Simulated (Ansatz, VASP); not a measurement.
# Ge: VASP beside Ansatz

Contents of INCAR:

```
SYSTEM = Ge
PREC     = Accurate       ! precision mode
ENCUT    = 520            ! plane-wave cutoff, eV
EDIFF    = 1E-6           ! SCF threshold, eV
ISMEAR   = 0              ! smearing method
SIGMA    = 0.1            ! smearing width, eV
LREAL    = .False.        ! projectors in reciprocal space
LASPH    = .True.         ! aspherical terms in the spheres
NELM     = 80             ! most SCF steps
ALGO     = Normal         ! electronic algorithm
ISIF     = 2              ! what is computed and relaxed
LWAVE    = .False.        ! write WAVECAR
LCHARG   = .False.        ! write CHGCAR
NBANDS   = 36             ! bands
```

The input KPOINTS:

```
Automatic mesh
0
Gamma
  6 6 6
  0 0 0
```

The input POSCAR:

```
Ge
1.0
    0.0000000000      2.8857400000      5.1156650000
    2.6304970000      0.0000000000      5.1156650000
    2.6304970000      2.8857400000      0.0000000000
Ge
4
Direct
    0.7818670000      0.7818670000      0.2181330000
    0.2181330000      0.2181330000      0.7818670000
    0.2735100000      0.7264900000      0.2735100000
    0.7264900000      0.2735100000      0.7264900000
```

Input for Ansatz:

```yaml
crystal:
  lattice:
    - [0.0, 2.88574, 5.115665]
    - [2.630497, 0.0, 5.115665]
    - [2.630497, 2.88574, 0.0]
  atoms:
    - { symbol: Ge, position: [0.781867, 0.781867, 0.218133] }
    - { symbol: Ge, position: [0.218133, 0.218133, 0.781867] }
    - { symbol: Ge, position: [0.27351, 0.72649, 0.27351] }
    - { symbol: Ge, position: [0.72649, 0.2735099999999999, 0.7264900000000001] }
kpoints:
  mp_grid:
    grid: [6, 6, 6]
hamiltonian:
  xc: lda
scf:
  convergence:
    dr2_threshold: 1.0e-09
  occupations:
    method: gaussian
    width: 0.1
output:
  stress: true
```

Alike in both runs: task single point; functional LDA; k mesh 6 × 6 × 6; occupations gaussian, width 0.1 eV; no spin polarisation.

```csv
,VASP,Ansatz
version,VASP 6.6.1,Ansatz 0.2.0
potentials or method,"VASP PAW LDA potentials, release 64 (Ge_d)","plane waves, PAW"
plane-wave cutoff (eV),520,420
valence electrons in the cell,56,56
```

Ansatz gave:

| Item | Value |
| --- | --- |
| pressure (GPa) | -5.0 |
| traceless stress, the component that is largest in VASP (GPa) | 1.81 |

**Question.** Estimate VASP's values.

**Answer.** Pressure (GPa): -5.0; traceless stress, the component that is largest in VASP (GPa): 1.82.

LDA's correlation is that of Perdew and Zunger in VASP and of Perdew and Wang (1992) in Ansatz. Ansatz's warnings: stress scf threshold loose.
